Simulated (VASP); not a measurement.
# NaI (Pmma) in VASP: further runs, part 2 of 3

VASP 6.6.1. The steps go on from the part before.

**3. Single point, PBEsol (strained)**

Input file INCAR:

```
PREC = Accurate ; ENCUT = 520
EDIFF = 1E-6 ; ISMEAR = 0
SIGMA = 0.02 ; LREAL = False
LASPH = True ; NELM = 100
ALGO = Normal ; ISIF = 2
LWAVE = False ; LCHARG = False
GGA = PS ; NBANDS = 22
```

Input file KPOINTS:

```
regular mesh
0
Gamma
  6 6 4
```

Input file POSCAR:

```
NaI
1.0
    4.5365135462      0.0000000000      0.0000000000
    0.0000000000      4.1487836510      0.0000000000
    0.0000000000      0.0000000000      7.7326436229
Na I
2 2
Direct
    0.2500000000      0.5000000000      0.2836764029
    0.7500000000      0.5000000000      0.7163235971
    0.2500000000      0.0000000000      0.7583682785
    0.7500000000      0.0000000000      0.2416317215
```

Potentials or basis: VASP PAW PBE potentials, release 64 (Na_pv, I).

Command:

```bash
$ cat potpaw_PBE.64/Na_pv/POTCAR potpaw_PBE.64/I/POTCAR > POTCAR
$ mpirun -np 1 vasp_std > vasp.out
```

OUTCAR:

```text
PREC = Accurate
   ENCUT = 520
   EDIFF = 1E-6
   ISMEAR = 0
   LREAL = False
   LASPH = True
   NELM = 100
   ISIF = 2
   GGA = PS

 ion  position               nearest neighbor table
   1  0.250  0.500  0.284-   4 3.09   4 3.09   4 3.09   4 3.09
   2  0.750  0.500  0.716-   3 3.09   3 3.09   3 3.09   3 3.09
   3  0.250  0.000  0.758-   2 3.09   2 3.09   2 3.09   2 3.09
   4  0.750  0.000  0.242-   1 3.09   1 3.09   1 3.09   1 3.09

  LATTYP: Found a simple orthorhombic cell.
 ALAT       =     4.1487836510
 B/A-ratio  =     1.0934562821
 C/A-ratio  =     1.8638339025

  Lattice vectors:

 A1 = (   0.0000000000,  -4.1487836510,   0.0000000000)
 A2 = (   4.5365135462,   0.0000000000,   0.0000000000)
 A3 = (   0.0000000000,   0.0000000000,   7.7326436229)

Analysis of symmetry for initial positions (statically):
=====================================================================
 Subroutine PRICEL returns:
 Original cell was already a primitive cell.

 Routine SETGRP: Setting up the symmetry group for a
 simple orthorhombic supercell.

 Subroutine GETGRP returns: Found  8 space group operations
 (whereof  4 operations were pure point group operations)
 out of a pool of  8 trial point group operations.

The static configuration has the point symmetry C_2h.
 The point group associated with its full space group is D_2h.

Analysis of symmetry for dynamics (positions and initial velocities):
=====================================================================
 Subroutine PRICEL returns:
 Original cell was already a primitive cell.

 Routine SETGRP: Setting up the symmetry group for a
 simple orthorhombic supercell.

 Subroutine GETGRP returns: Found  8 space group operations
 (whereof  4 operations were pure point group operations)
 out of a pool of  8 trial point group operations.

The dynamic configuration has the point symmetry C_2h.
[... 121 lines left out ...]
   IALGO  =     38    algorithm
   IMIX   =      4    mixing-type and parameters
     AMIX     =   0.40;   BMIX     =  1.00
     AMIX_MAG =   1.60;   BMIX_MAG =  1.00
  volume/ion in A,a.u.               =      36.38       245.53
  Fermi-wavevector in a.u.,A,eV,Ry     =   0.945084  1.785950 12.152508  0.893184
  Thomas-Fermi vector in A             =   2.072952
   LORBIT       =      0    0 simple, 1 ext, 2 COOP (PROOUT), +10 PAW based schemes
   GGA     = PS    functional components
   LHFCALC =     F    Hartree Fock is set to
   AEXX    =    0.0000 exact exchange contribution
   IVDW    =     0    specifies the selected vdW correction
   LEPSILON=     F    determine dielectric tensor
   LRPA    =     F    only Hartree local field effects (RPA)
 non-spin polarized calculation
 Gauss-broadening in eV      SIGMA  =   0.02
  energy-cutoff  :      520.00
  volume of cell :      145.54
 maximum number of plane-waves:      3955
 NGX is ok and might be reduce to    36
   NGX = 17   NGY = 15   NGZ = 29

 number of electron      28.0000014 magnetization

 Free energy of the ion-electron system (eV)
  ---------------------------------------------------
  ext. energy  EPLUGINS =         0.00000000
  ---------------------------------------------------
  free energy    TOTEN  =       -10.79468905 eV

  energy without entropy =      -10.79468905  energy(sigma->0) =      -10.79468905

 E-fermi :   0.9268     XC(G=0):  -7.4802

 val. band max:        0.7995032660   @ k =   0.0000   0.5000   0.0000
 cond. band min:       3.5296094023   @ k =   0.0000   0.0000   0.0000
 fundamental gap:      2.7301061363
 Fermi energy:         0.9268443852

 k-point     1 :       0.0000    0.0000    0.0000
  band No.  band energies     occupation
      1     -22.1709      2.00000
      2     -22.1654      2.00000
      3     -22.1260      2.00000
      4     -22.1239      2.00000
      5     -22.1239      2.00000
      6     -22.1231      2.00000
[... 589 lines left out ...]
     21       9.2336      0.00000
     22       9.2336      0.00000

 [... further k-points ...]

------------------------ aborting loop because EDIFF is reached ----------------------------------------

  FORCE on cell =-STRESS in cart. coord.  units (eV):
  Direction    XX          YY          ZZ          XY          YZ          ZX
  --------------------------------------------------------------------------------------
  -------------------------------------------------------------------------------------
  Total        0.3694324      0.6115601     -0.3967998      0.0000000      0.0000000     -0.0000000
  in kB        4.0670032      6.7325371     -4.3682861      0.0000000      0.0000000     -0.0000000
  external PRESSURE =       2.1437514 kB  Pullay stress =       0.0000000 kB

 VOLUME and BASIS-vectors are now :
 -----------------------------------------------------------------------------
  energy-cutoff  :      520.00
  volume of cell :      145.54
      direct lattice vectors                 reciprocal lattice vectors
     4.536513546  0.000000000  0.000000000     0.220433597  0.000000000  0.000000000
     0.000000000  4.148783651  0.000000000     0.000000000  0.241034502  0.000000000
     0.000000000  0.000000000  7.732643623     0.000000000  0.000000000  0.129321879

 POSITION                                       TOTAL-FORCE (eV/Angst)
 -----------------------------------------------------------------------------------
      1.13413      2.07439      2.19357        -0.000000      0.000000     -0.073783
      3.40239      2.07439      5.53908         0.000000      0.000000      0.073783
      1.13413      0.00000      5.86419         0.000000      0.000000     -0.147318
      3.40239      0.00000      1.86845         0.000000     -0.000000      0.147318
 -----------------------------------------------------------------------------------
    total drift:                                0.000000      0.000000      0.000000

  FREE ENERGIE OF THE ION-ELECTRON SYSTEM (eV)
  ---------------------------------------------------
  free  energy   TOTEN  =       -10.7946890514 eV

  energy  without entropy=      -10.7946890514  energy(sigma->0) =      -10.79468905
```

OSZICAR:

```text
N       E                     dE             d eps       ncg     rms          rms(c)
DAV:   1     0.218090748800E+03    0.21809E+03   -0.12803E+04  2120   0.115E+03
DAV:   2     0.875850951550E+01   -0.20933E+03   -0.19926E+03  2362   0.284E+02
DAV:   3    -0.104115906540E+02   -0.19170E+02   -0.19054E+02  2622   0.929E+01
DAV:   4    -0.110183257265E+02   -0.60674E+00   -0.60636E+00  2656   0.172E+01
DAV:   5    -0.110352882574E+02   -0.16963E-01   -0.16962E-01  2854   0.268E+00    0.225E+00
DAV:   6    -0.108300338535E+02    0.20525E+00   -0.26156E-01  2576   0.277E+00    0.146E+00
DAV:   7    -0.107880932372E+02    0.41941E-01   -0.20614E-01  2702   0.209E+00    0.879E-01
DAV:   8    -0.107947945915E+02   -0.67014E-02   -0.17673E-02  2232   0.945E-01    0.310E-01
DAV:   9    -0.107944091395E+02    0.38545E-03   -0.70055E-04  2496   0.228E-01    0.104E-01
DAV:  10    -0.107945994952E+02   -0.19036E-03   -0.18405E-04  2340   0.905E-02    0.410E-02
DAV:  11    -0.107946829859E+02   -0.83491E-04   -0.80498E-05  2334   0.422E-02    0.563E-03
DAV:  12    -0.107946886248E+02   -0.56389E-05   -0.64409E-06  2336   0.114E-02    0.843E-03
DAV:  13    -0.107946890514E+02   -0.42654E-06   -0.14388E-06  1956   0.772E-03
   1 F= -.10794689E+02 E0= -.10794689E+02  d E =-.194113E-21
```

stdout:

```text
POSCAR found type information on POSCAR NaI
 POSCAR found :  2 types and       4 ions
 scaLAPACK will be used
 -----------------------------------------------------------------------------
|                                                                             |
|                                                                             |
|     You enforced a specific xc type in the INCAR file but a different       |
|     I HOPE YOU KNOW WHAT YOU ARE DOING!                                     |
|                                                                             |
 -----------------------------------------------------------------------------

 LDA part: xc-table for (Slater+PW92), standard interpolation
 POSCAR, INCAR and KPOINTS ok, starting setup
 FFT: planning ... GRIDC
 FFT: planning ... GRID_SOFT
 FFT: planning ... GRID
 WAVECAR not read
 entering main loop
```

It took 61 s on 1 thread of AMD EPYC 9R45 (Zen 5), shared host; peak memory 0.28 GiB.

Results:

| Quantity | Value |
| --- | --- |
| Free energy | -10.7947 eV |
| Pressure | 0.2 GPa |
| Largest force | 0.147 eV/Å |
| Band gap on the k mesh | 2.73 eV (least direct gap 2.95 eV) |

Forces on the atoms (eV/Å):
```
Na   0.000  0.000 -0.074
Na   0.000  0.000  0.074
I    0.000  0.000 -0.147
I    0.000  0.000  0.147
```

Caveat: the cell differs from its parent crystal (strained); the PAW data sets were made with another functional, which shifts forces and pressure a little; spin-orbit coupling is left out, which moves the levels of the heavy elements. A k mesh can miss the band edges.

**4. Single point, PBEsol (strained)**

Input file INCAR:

```
PREC = Accurate
ENCUT = 520
EDIFF = 1E-7
ISMEAR = 0
SIGMA = 0.02
LREAL = F
LASPH = T
NELM = 100
ALGO = Normal
ISIF = 2
LWAVE = F
LCHARG = F
GGA = PS
NBANDS = 22
```

Input file KPOINTS:

```
Automatic mesh
0
Gamma
  6 6 4
```

Input file POSCAR:

```
NaI
1.0
    4.8104256697      0.0000000000      0.0000000000
    0.0000000000      4.3345156706      0.0000000000
    0.0000000000      0.0000000000      7.5484457928
Na I
2 2
Direct
    0.2500000000      0.5000000000      0.3087867683
    0.7500000000      0.5000000000      0.6912132317
    0.2500000000      0.0000000000      0.7726919808
    0.7500000000      0.0000000000      0.2273080192
```

Potentials or basis: VASP PAW PBE potentials, release 64 (Na_pv, I).

Command:

```bash
$ cat potpaw_PBE.64/Na_pv/POTCAR potpaw_PBE.64/I/POTCAR > POTCAR
$ mpirun -np 1 vasp_std > vasp.out
```

OUTCAR:

```text
PREC = Accurate
   ENCUT = 520
   EDIFF = 1E-7
   ISMEAR = 0
   LREAL = F
   LASPH = T
   NELM = 100
   ISIF = 2
   GGA = PS

 ion  position               nearest neighbor table
   1  0.250  0.500  0.309-
   2  0.750  0.500  0.691-
   3  0.250  0.000  0.773-
   4  0.750  0.000  0.227-

  LATTYP: Found a simple orthorhombic cell.
[... 801 lines left out ...]

  FORCE on cell =-STRESS in cart. coord.  units (eV):
  Direction    XX          YY          ZZ          XY          YZ          ZX
  --------------------------------------------------------------------------------------
  -------------------------------------------------------------------------------------
  Total       -1.7258630     -2.1111527     -0.8556300      0.0000000      0.0000000      0.0000000
  in kB      -17.5685242    -21.4906034     -8.7099359      0.0000000      0.0000000      0.0000000
  external PRESSURE =     -15.9230212 kB  Pullay stress =       0.0000000 kB

 VOLUME and BASIS-vectors are now :
 -----------------------------------------------------------------------------
  energy-cutoff  :      520.00
  volume of cell :      157.39
      direct lattice vectors                 reciprocal lattice vectors
     4.810425670  0.000000000  0.000000000     0.207881811  0.000000000  0.000000000
     0.000000000  4.334515671  0.000000000     0.000000000  0.230706283  0.000000000
     0.000000000  0.000000000  7.548445793     0.000000000  0.000000000  0.132477602

 POSITION                                       TOTAL-FORCE (eV/Angst)
 -----------------------------------------------------------------------------------
      1.20261      2.16726      2.33086         0.000000      0.000000     -0.251900
      3.60782      2.16726      5.21759         0.000000     -0.000000      0.251900
      1.20261      0.00000      5.83262         0.000000     -0.000000     -0.443598
      3.60782      0.00000      1.71582         0.000000     -0.000000      0.443598
 -----------------------------------------------------------------------------------
    total drift:                                0.000000      0.000000      0.000000

  FREE ENERGIE OF THE ION-ELECTRON SYSTEM (eV)
  ---------------------------------------------------
  free  energy   TOTEN  =       -10.6000773642 eV

  energy  without entropy=      -10.6000773642  energy(sigma->0) =      -10.60007736
```

OSZICAR:

```text
N       E                     dE             d eps       ncg     rms          rms(c)
DAV:   1     0.212636189557E+03    0.21264E+03   -0.12671E+04  2128   0.113E+03
DAV:   2     0.767329501018E+01   -0.20496E+03   -0.19617E+03  2502   0.276E+02
DAV:   3    -0.103580682697E+02   -0.18031E+02   -0.17950E+02  2642   0.888E+01
DAV:   4    -0.108827698047E+02   -0.52470E+00   -0.52444E+00  2634   0.163E+01
DAV:   5    -0.108991672438E+02   -0.16397E-01   -0.16397E-01  2902   0.268E+00    0.222E+00
DAV:   6    -0.106513613817E+02    0.24781E+00   -0.32771E-01  2502   0.287E+00    0.142E+00
DAV:   7    -0.105961046543E+02    0.55257E-01   -0.23781E-01  2790   0.212E+00    0.896E-01
DAV:   8    -0.105999950590E+02   -0.38904E-02   -0.16709E-02  2268   0.909E-01    0.223E-01
DAV:   9    -0.105998323838E+02    0.16268E-03   -0.72808E-04  2692   0.201E-01    0.123E-01
DAV:  10    -0.105999724683E+02   -0.14008E-03   -0.12537E-04  2310   0.610E-02    0.786E-02
DAV:  11    -0.106000722406E+02   -0.99772E-04   -0.11532E-04  2286   0.636E-02    0.720E-03
DAV:  12    -0.106000758080E+02   -0.35674E-05   -0.48920E-06  2606   0.110E-02    0.101E-02
DAV:  13    -0.106000773810E+02   -0.15730E-05   -0.21481E-06  2322   0.819E-03    0.255E-03
DAV:  14    -0.106000773642E+02    0.16810E-07   -0.26458E-07  2136   0.214E-03
   1 F= -.10600077E+02 E0= -.10600077E+02  d E =-.317871E-22
```

stdout:

```text
POSCAR found type information on POSCAR NaI
 POSCAR found :  2 types and       4 ions
 scaLAPACK will be used
 -----------------------------------------------------------------------------
|                                                                             |
|                                                                             |
|     You enforced a specific xc type in the INCAR file but a different       |
|     I HOPE YOU KNOW WHAT YOU ARE DOING!                                     |
|                                                                             |
 -----------------------------------------------------------------------------

 LDA part: xc-table for (Slater+PW92), standard interpolation
 POSCAR, INCAR and KPOINTS ok, starting setup
 FFT: planning ... GRIDC
 FFT: planning ... GRID_SOFT
 FFT: planning ... GRID
 WAVECAR not read
 entering main loop
```

It took 64 s on 1 thread of AMD EPYC 9R45 (Zen 5), shared host; peak memory 0.29 GiB.

What came out:

- Free energy: -10.6001 eV
- Pressure: -1.6 GPa
- Largest force: 0.444 eV/Å
- Band gap on the k mesh: 2.27 eV (least direct gap 2.49 eV)

Forces on the atoms (eV/Å):
```
Na   0.000  0.000 -0.252
Na   0.000  0.000  0.252
I    0.000  0.000 -0.444
I    0.000  0.000  0.444
```

Caveat: the cell differs from its parent crystal (strained); the PAW data sets were made with another functional, which shifts forces and pressure a little; spin-orbit coupling is left out, which moves the levels of the heavy elements.

(Continued in part 3 of 3.)
